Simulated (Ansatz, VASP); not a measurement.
# One calculation of Sn4Se3, two programs

```xyz
7
Lattice="-3.6183 3.6183 3.6183 3.6183 -3.6183 3.6183 3.6183 3.6183 -3.6183" Properties=species:S:1:pos:R:3 pbc="T T T"
Sn    2.1364    2.1364    2.1364
Sn    1.4818    1.4818   -1.4818
Sn    1.4818   -1.4818    1.4818
Sn   -1.4818    1.4818    1.4818
Se    3.6183    0.0000    0.0000
Se    0.0000    3.6183    0.0000
Se    0.0000    0.0000    3.6183
```

Alike in both runs: functional PBE; k mesh 3 × 3 × 3; occupations gaussian, width 0.2 eV; no spin polarisation.

Ansatz relaxed the structure, and its values are those at the end. VASP's run is a single point on that final structure, the one shown.

|  | VASP | Ansatz |
| --- | --- | --- |
| version | VASP 6.6.1 | Ansatz 0.2.0 |
| potentials or method | VASP PAW PBE potentials, release 64 (Sn_d, Se), cutoff 500 eV | scalar-relativistic, plane waves, PAW |
| valence electrons in the cell | 74 | 104 |

|  | VASP | Ansatz | Ansatz less VASP |
| --- | --- | --- | --- |
| gap on the k mesh at the Fermi level (eV) | none | none | - |
| pressure (GPa) | 0.5 | 0.5 | +0.02 |
| rms of the force components (eV/Å) | 0.010 | 0.010 | 0.0000 |

A gap of «none» marks a metal or a gap that the smearing closes. VASP's potentials hold 74 valence electrons a cell and Ansatz's 104, so a difference there can come from the potentials and not from the codes.

The k mesh is coarse, so the values compare programs but aren't converged.
